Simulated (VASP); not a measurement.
# Al3GaN4 (Pm) in VASP: notebook, part 2 of 2

VASP 6.6.1. Earlier steps stand in the parts before.

**3. Single point, r2SCAN (the distance across one plane changed)**

The input, POSCAR:

```
Al3GaN4
1.0
   -5.0380822009      0.0000000000     -0.0000609628
    0.0000000000     -3.1249488261      0.0000000000
   -0.0065796696      0.0000000000     10.6707859611
Al Ga N
6 2 8
Direct
    0.4997633245      0.5000000000      0.8459036304
    0.4997723235      0.5000000000      0.3388750948
    0.9993286056      0.5000000000      0.1703625701
    0.9993196066      0.5000000000      0.6773911057
    0.9989791813      1.0000000000      0.9292537418
    0.9989881803      1.0000000000      0.4222252061
    0.5005038070      1.0000000000      0.0848281376
    0.5004948080      1.0000000000      0.5918566732
    0.8892915147      1.0000000000      0.0848852026
    0.8892825157      1.0000000000      0.5919137383
    0.8773093979      0.5000000000      0.8458413759
    0.8773183969      0.5000000000      0.3388128403
    0.3745833250      0.5000000000      0.1732927232
    0.3745743260      0.5000000000      0.6803212588
    0.3765697724      1.0000000000      0.9263232617
    0.3765787714      1.0000000000      0.4192947260
```

The input, INCAR.step1:

```
  ALGO = Normal
  EDIFF = 1E-4
  ENCUT = 520
  GGA = PE
  ISMEAR = 0
  LASPH = T
  LCHARG = F
  LREAL = Auto
  LWAVE = T
  NBANDS = 56
  NELM = 100
  PREC = Accurate
  SIGMA = 0.05
```

The input, INCAR.step2:

```
  ALGO = Normal
  EDIFF = 1E-7
  ENCUT = 520
  ISIF = 2
  ISMEAR = 0
  ISTART = 1
  LASPH = T
  LCHARG = F
  LMIXTAU = T
  LREAL = Auto
  LWAVE = F
  METAGGA = R2SCAN
  NBANDS = 56
  NELM = 100
  PREC = Accurate
  SIGMA = 0.05
```

The input, KPOINTS:

```
k-points
0
Gamma
  5 7 2
```

Potentials or basis: VASP PAW PBE potentials, release 64 (Al, Ga_d, N).

Command:

```
> cat potpaw_PBE.64/Al/POTCAR potpaw_PBE.64/Ga_d/POTCAR potpaw_PBE.64/N/POTCAR > POTCAR
> cp INCAR.step1 INCAR
> mpirun -np 1 vasp_std > vasp.out
> cp INCAR.step2 INCAR
> mpirun -np 1 vasp_std > vasp.out
```

OUTCAR:

```text
EDIFF = 1E-7
   ENCUT = 520
   ISIF = 2
   ISMEAR = 0
   ISTART = 1
   LASPH = T
   LREAL = Auto
   METAGGA = R2SCAN
   NELM = 100
   PREC = Accurate

 ion  position               nearest neighbor table
   1  0.500  0.500  0.846-  14 1.88  15 1.89  15 1.89  11 1.90   7 2.99   7 2.99   5 3.09   5 3.09
                             4 3.09   5 3.10   5 3.10   4 3.10   8 3.13   8 3.13
   2  0.500  0.500  0.339-  13 1.88  16 1.89  16 1.89  12 1.90   6 3.09   6 3.09   3 3.09   6 3.10
                             6 3.10   3 3.10   8 3.12   8 3.12   7 3.13   7 3.13
   3  0.999  0.500  0.170-  13 1.89   9 1.89   9 1.89  12 1.90   5 3.01   5 3.01   2 3.09   7 3.10
                             7 3.10   2 3.10   7 3.11   7 3.11   6 3.11   6 3.11
   4  0.999  0.500  0.677-  14 1.89  10 1.89  10 1.89  11 1.90   1 3.09   8 3.10   8 3.10   1 3.10
                             8 3.11   8 3.11   5 3.11   5 3.11   6 3.14   6 3.14
   5  0.999  0.000  0.929-   9 1.75  11 1.90  11 1.90  15 1.90   7 3.01   3 3.01   3 3.01   7 3.02
                             1 3.09   1 3.09   1 3.10   1 3.10   4 3.11   4 3.11
   6  0.999  0.000  0.422-  10 1.89  12 1.90  12 1.90  16 1.90   2 3.09   2 3.09   8 3.09   2 3.10
                             2 3.10   3 3.11   3 3.11   8 3.11   4 3.14   4 3.14
[... 240 lines left out ...]
      5      -8.8640      2.00000
      6      -8.6974      2.00000
[... 1357 lines left out ...]
     53      15.7293      0.00000
     54      15.7990      0.00000
 [bands above 54 left out]

------------------------ aborting loop because EDIFF is reached ----------------------------------------

  FORCE on cell =-STRESS in cart. coord.  units (eV):
  Direction    XX          YY          ZZ          XY          YZ          ZX
  --------------------------------------------------------------------------------------
  -------------------------------------------------------------------------------------
  Total        1.2823719      0.6814116     10.1236064      0.0000000      0.0000000     -0.0950864
  in kB       12.2298183      6.4985360     96.5475515      0.0000000      0.0000000     -0.9068271
  external PRESSURE =      38.4253019 kB  Pullay stress =       0.0000000 kB

 VOLUME and BASIS-vectors are now :
 -----------------------------------------------------------------------------
  energy-cutoff  :      520.00
  volume of cell :      168.00
      direct lattice vectors                 reciprocal lattice vectors
    -5.038082201  0.000000000 -0.000060963    -0.198488225  0.000000000 -0.000122389
     0.000000000 -3.124948826  0.000000000     0.000000000 -0.320005240  0.000000000
    -0.006579670  0.000000000 10.670785961    -0.000001134  0.000000000  0.093713809

 POSITION                                       TOTAL-FORCE (eV/Angst)
 -----------------------------------------------------------------------------------
     -2.52341     -1.56247      9.02643        -0.068864      0.000000     -0.453904
     -2.52012     -1.56247      3.61603         0.056657      0.000000     -0.031681
     -5.03582     -1.56247      1.81784        -0.073841      0.000000      0.402496
     -5.03911     -1.56247      7.22823         0.037420      0.000000      0.004292
     -5.03905      0.00000      9.91581        -0.496170      0.000000     -2.427436
     -5.03576      0.00000      4.50541        -0.014599      0.000000      0.009794
[... 8 lines left out ...]
     -1.90328      0.00000      9.88457         0.628576      0.000000     -2.328671
     -1.89999      0.00000      4.47418         0.013106      0.000000     -0.033936
 -----------------------------------------------------------------------------------
    total drift:                                0.121719     -0.000000      0.013758

  FREE ENERGIE OF THE ION-ELECTRON SYSTEM (eV)
  ---------------------------------------------------
  free  energy   TOTEN  =      -158.7568509047 eV

  energy  without entropy=     -158.7568509047  energy(sigma->0) =     -158.75685090
```

OSZICAR.step1:

```text
N       E                     dE             d eps       ncg     rms          rms(c)
DAV:   1     0.858380205229E+03    0.85838E+03   -0.35908E+04  3024   0.189E+03
DAV:   2     0.348983991714E+02   -0.82348E+03   -0.75989E+03  3136   0.574E+02
DAV:   3    -0.120520374620E+03   -0.15542E+03   -0.15195E+03  2968   0.181E+02
DAV:   4    -0.131788496128E+03   -0.11268E+02   -0.11186E+02  3784   0.548E+01
DAV:   5    -0.132030640880E+03   -0.24214E+00   -0.24136E+00  3424   0.811E+00    0.241E+01
DAV:   6    -0.112783808062E+03    0.19247E+02   -0.67724E+01  4488   0.592E+01    0.777E+00
DAV:   7    -0.113148284492E+03   -0.36448E+00   -0.65599E+00  3120   0.120E+01    0.584E+00
DAV:   8    -0.113118639421E+03    0.29645E-01   -0.70234E-01  3832   0.792E+00    0.122E+00
DAV:   9    -0.113088815569E+03    0.29824E-01   -0.16079E-01  4200   0.516E+00    0.529E-01
DAV:  10    -0.113089351460E+03   -0.53589E-03   -0.23402E-02  3184   0.753E-01    0.251E-01
DAV:  11    -0.113090313716E+03   -0.96226E-03   -0.27729E-03  3856   0.353E-01    0.709E-02
DAV:  12    -0.113090342910E+03   -0.29194E-04   -0.42088E-04  2912   0.147E-01
   1 F= -.11309034E+03 E0= -.11309034E+03  d E =-.252729E-17
```

Wall time 12 min (1 thread of AMD EPYC 9R45 (Zen 5), shared host); peak memory 0.34 GiB.

What came out:

| Item | Value |
| --- | --- |
| Free energy | -158.7569 eV |
| Pressure | 3.8 GPa |
| Largest force | 2.487 eV/Å |
| Band gap on the k mesh | 4.27 eV |

Forces in eV/Å, atoms in the order of the input:
```
Al  -0.069  0.000 -0.454
Al   0.057  0.000 -0.032
Al  -0.074  0.000  0.402
Al   0.037  0.000  0.004
Al  -0.496  0.000 -2.427
Al  -0.015  0.000  0.010
Ga  -0.520  0.000  2.265
Ga   0.003  0.000 -0.009
N    0.473  0.000  2.442
N   -0.078  0.000 -0.027
N   -0.022  0.000 -0.244
N   -0.003  0.000 -0.044
N    0.013  0.000  0.349
N    0.051  0.000  0.127
N    0.629  0.000 -2.329
N    0.013  0.000 -0.034
```

Caveat: the cell differs from its parent crystal (the distance across one plane changed); the cell stands under pressure; the PAW data sets were made with another functional, which shifts forces and pressure a little.

**4. Single point, r2SCAN (the distance across one plane changed)**

The input, POSCAR:

```
Al3GaN4
1.0
   -5.0380822009      0.0000000000     -0.0000609628
    0.0000000000     -3.1249488261      0.0000000000
   -0.0065845098      0.0000000000     11.0707859611
Al Ga N
6 2 8
Direct
    0.4998024567      0.5000000000      0.8153401771
    0.4997880002      0.5000000000      0.3266311550
    0.9993364867      0.5000000000      0.1642071781
    0.9993509432      0.5000000000      0.6529162002
    0.9990221693      1.0000000000      0.8956787548
    0.9990077128      1.0000000000      0.4069697327
    0.5005077312      1.0000000000      0.0817632012
    0.5005221877      1.0000000000      0.5704722233
    0.8892954416      1.0000000000      0.0818182044
    0.8893098981      1.0000000000      0.5705272266
    0.8773485272      0.5000000000      0.8152801719
    0.8773340707      0.5000000000      0.3265711498
    0.3745913417      0.5000000000      0.1670314614
    0.3746057981      0.5000000000      0.6557404836
    0.3766126248      1.0000000000      0.8928541563
    0.3765981683      1.0000000000      0.4041451341
```

The input, INCAR.step1:

```
SYSTEM = Al3GaN4
ALGO = Normal
EDIFF = 1E-4
ENCUT = 520
GGA = PE
ISMEAR = 0
LASPH = .True.
LCHARG = .False.
LREAL = Auto
LWAVE = .True.
NBANDS = 56
NELM = 80
PREC = Accurate
SIGMA = 0.05
```

The input, INCAR.step2:

```
SYSTEM = Al3GaN4
ALGO = Normal
EDIFF = 1E-6
ENCUT = 520
ISIF = 2
ISMEAR = 0
ISTART = 1
LASPH = .True.
LCHARG = .False.
LMIXTAU = .True.
LREAL = Auto
LWAVE = .False.
METAGGA = R2SCAN
NBANDS = 56
NELM = 80
PREC = Accurate
SIGMA = 0.05
```

The input, KPOINTS:

```
k-points
0
Gamma
  5 7 2
  0 0 0
```

Potentials or basis: VASP PAW PBE potentials, release 64 (Al, Ga_d, N).

Command:

```
> cat potpaw_PBE.64/Al/POTCAR potpaw_PBE.64/Ga_d/POTCAR potpaw_PBE.64/N/POTCAR > POTCAR
> cp INCAR.step1 INCAR
> mpirun -np 1 vasp_std > vasp.out
> cp INCAR.step2 INCAR
> mpirun -np 1 vasp_std > vasp.out
```

OUTCAR:

```text
SYSTEM = Al3GaN4
   EDIFF = 1E-6
   ENCUT = 520
   ISIF = 2
   ISMEAR = 0
   ISTART = 1
   LASPH = .True.
   LREAL = Auto
   METAGGA = R2SCAN
   NELM = 80
   PREC = Accurate

 ion  position               nearest neighbor table
   1  0.500  0.500  0.815-  14 1.88  15 1.89  15 1.89  11 1.90   5 3.09   5 3.09   4 3.09   5 3.10
                             5 3.10   4 3.10   8 3.13   8 3.13
   2  0.500  0.500  0.327-  13 1.88  16 1.89  16 1.89  12 1.90   6 3.09   6 3.09   3 3.09   6 3.10
                             6 3.10   3 3.10   8 3.12   8 3.12   7 3.13   7 3.13
   3  0.999  0.500  0.164-  13 1.89   9 1.89   9 1.89  12 1.90   2 3.09   7 3.10   7 3.10   2 3.10
                             7 3.11   7 3.11   6 3.11   6 3.11   5 3.36   5 3.36
[... 1617 lines left out ...]
  external PRESSURE =     -32.3760631 kB  Pullay stress =       0.0000000 kB

 VOLUME and BASIS-vectors are now :
 -----------------------------------------------------------------------------
  energy-cutoff  :      520.00
  volume of cell :      174.30
      direct lattice vectors                 reciprocal lattice vectors
    -5.038082201  0.000000000 -0.000060963    -0.198488225  0.000000000 -0.000118054
     0.000000000 -3.124948826  0.000000000     0.000000000 -0.320005240  0.000000000
    -0.006584510  0.000000000 11.070785961    -0.000001093  0.000000000  0.090327823

 POSITION                                       TOTAL-FORCE (eV/Angst)
 -----------------------------------------------------------------------------------
     -2.52341     -1.56247      9.02643         0.165434      0.000000      0.583608
     -2.52012     -1.56247      3.61603        -0.075167      0.000000      0.054749
     -5.03582     -1.56247      1.81784         0.146346      0.000000     -0.522363
     -5.03911     -1.56247      7.22823        -0.075355      0.000000     -0.011401
     -5.03905      0.00000      9.91581        -0.054619      0.000000      1.348243
     -5.03576      0.00000      4.50541         0.019488      0.000000     -0.029885
[... 8 lines left out ...]
     -1.90328      0.00000      9.88457        -0.117308      0.000000      1.263970
     -1.89999      0.00000      4.47418         0.027252      0.000000     -0.140045
 -----------------------------------------------------------------------------------
    total drift:                                0.098597      0.000000      0.018379

  FREE ENERGIE OF THE ION-ELECTRON SYSTEM (eV)
  ---------------------------------------------------
  free  energy   TOTEN  =      -158.5951149077 eV

  energy  without entropy=     -158.5951149077  energy(sigma->0) =     -158.59511491
```

OUTCAR.step1:

```text
SYSTEM = Al3GaN4
   EDIFF = 1E-4
   ENCUT = 520
   GGA = PE
   ISMEAR = 0
   LASPH = .True.
   LREAL = Auto
   NELM = 80
[... 1644 lines left out ...]
     -5.03576      0.00000      4.50541         0.027546      0.000000     -0.038963
[... 8 lines left out ...]
     -1.90328      0.00000      9.88457        -0.128627      0.000000      1.237456
     -1.89999      0.00000      4.47418         0.034778      0.000000     -0.150168
 -----------------------------------------------------------------------------------
    total drift:                               -0.013036      0.000000     -0.001329

  FREE ENERGIE OF THE ION-ELECTRON SYSTEM (eV)
  ---------------------------------------------------
  free  energy   TOTEN  =      -113.1196282292 eV

  energy  without entropy=     -113.1196282292  energy(sigma->0) =     -113.11962823
```

OSZICAR.step1:

```text
N       E                     dE             d eps       ncg     rms          rms(c)
DAV:   1     0.832314246208E+03    0.83231E+03   -0.36163E+04  3104   0.187E+03
DAV:   2     0.320626962708E+02   -0.80025E+03   -0.73786E+03  3120   0.561E+02
DAV:   3    -0.120307849716E+03   -0.15237E+03   -0.14920E+03  2968   0.179E+02
DAV:   4    -0.131528895767E+03   -0.11221E+02   -0.11132E+02  3832   0.543E+01
DAV:   5    -0.131773065503E+03   -0.24417E+00   -0.24337E+00  3336   0.811E+00    0.238E+01
DAV:   6    -0.112830653470E+03    0.18942E+02   -0.68371E+01  4424   0.571E+01    0.772E+00
DAV:   7    -0.113179089362E+03   -0.34844E+00   -0.59734E+00  3104   0.116E+01    0.576E+00
DAV:   8    -0.113143695354E+03    0.35394E-01   -0.66305E-01  3928   0.736E+00    0.114E+00
DAV:   9    -0.113117867702E+03    0.25828E-01   -0.15428E-01  4192   0.500E+00    0.547E-01
DAV:  10    -0.113118510250E+03   -0.64255E-03   -0.20656E-02  3160   0.713E-01    0.289E-01
DAV:  11    -0.113119632699E+03   -0.11224E-02   -0.32023E-03  3752   0.421E-01    0.830E-02
DAV:  12    -0.113119628229E+03    0.44695E-05   -0.51086E-04  3208   0.206E-01
   1 F= -.11311963E+03 E0= -.11311963E+03  d E =-.126376E-11
```

It took 12 min on 1 thread of AMD EPYC 9R45 (Zen 5), shared host; peak memory 0.36 GiB.

Results:

```
Free energy            : -158.5951 eV
Pressure               : -3.2 GPa
Largest force          : 1.420 eV/Å
Band gap on the k mesh : 3.88 eV
```

Forces on the atoms (eV/Å):
```
Al   0.165  0.000  0.584
Al  -0.075  0.000  0.055
Al   0.146  0.000 -0.522
Al  -0.075  0.000 -0.011
Al  -0.055  0.000  1.348
Al   0.019  0.000 -0.030
Ga  -0.023  0.000 -1.337
Ga   0.028  0.000  0.044
N   -0.151  0.000 -1.412
N   -0.070  0.000  0.041
N    0.034  0.000  0.326
N   -0.006  0.000  0.075
N    0.116  0.000 -0.267
N    0.035  0.000 -0.016
N   -0.117  0.000  1.264
N    0.027  0.000 -0.140
```

Caveat: the cell differs from its parent crystal (the distance across one plane changed); the cell stands under tension; the PAW data sets were made with another functional, which shifts forces and pressure a little.

**5. Overview**

| cell | gap on the mesh (eV) | pressure (GPa) | largest force (eV/Å) |
| --- | --- | --- | --- |
| a = 5.038, b = 3.125, c = 10.521 Å, 16 atoms | 4.32 | 10.1 | 7.55 |
| a = 5.038, b = 3.125, c = 10.671 Å, 16 atoms | 4.27 | 3.8 | 2.49 |
| a = 5.038, b = 3.125, c = 11.071 Å, 16 atoms | 3.88 | -3.2 | 1.42 |

Alike in all rows: task single point; level r2SCAN; potentials or basis VASP PAW PBE potentials, release 64 (Al, Ga_d, N); no spin polarisation; k mesh 5 × 7 × 2; cutoff (eV) 520; smearing gaussian 0.05 eV.

Caveats: the PAW data sets were made with another functional, which shifts forces and pressure a little; the cell stands under pressure (at least some runs); the cell stands under tension (at least some runs).

Total energies depend on the potentials used, so only differences within one code and one set of settings carry meaning.
